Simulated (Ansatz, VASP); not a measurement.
# Two plane-wave programs on C

```
CELL_PARAMETERS angstrom
2.46565 0.00000 0.00000
-1.23283 2.13532 0.00000
0.00000 0.00000 17.50007
ATOMIC_POSITIONS crystal
C 0.66667 0.33333 0.25714
C 0.33333 0.66667 0.25714
C 0.00000 0.33333 0.42743
C 0.66667 0.66667 0.42743
```

Alike in both runs: task single point; functional PBE; dispersion D3(BJ); k mesh 15 × 15 × 1; occupations gaussian, width 0.1 eV; no spin polarisation.

|  | VASP | Ansatz |
| --- | --- | --- |
| version | VASP 6.6.1 | Ansatz 0.2.0 |
| potentials or method | VASP PAW PBE potentials, release 64 (C), cutoff 520 eV | scalar-relativistic, plane waves, PAW |
| valence electrons in the cell | 16 | 16 |

```csv
,VASP,Ansatz,Ansatz less VASP
gap on the k mesh at the Fermi level (eV),0.73,0.73,-0.001
least direct gap on the mesh (eV),0.73,0.73,-0.001
rms of the force components (eV/Å),0.112,0.112,-0.0001
```

Atom by atom the forces differ by 0.000 eV/Å (rms over components). Ansatz's warnings: structure snapped to symmetry.
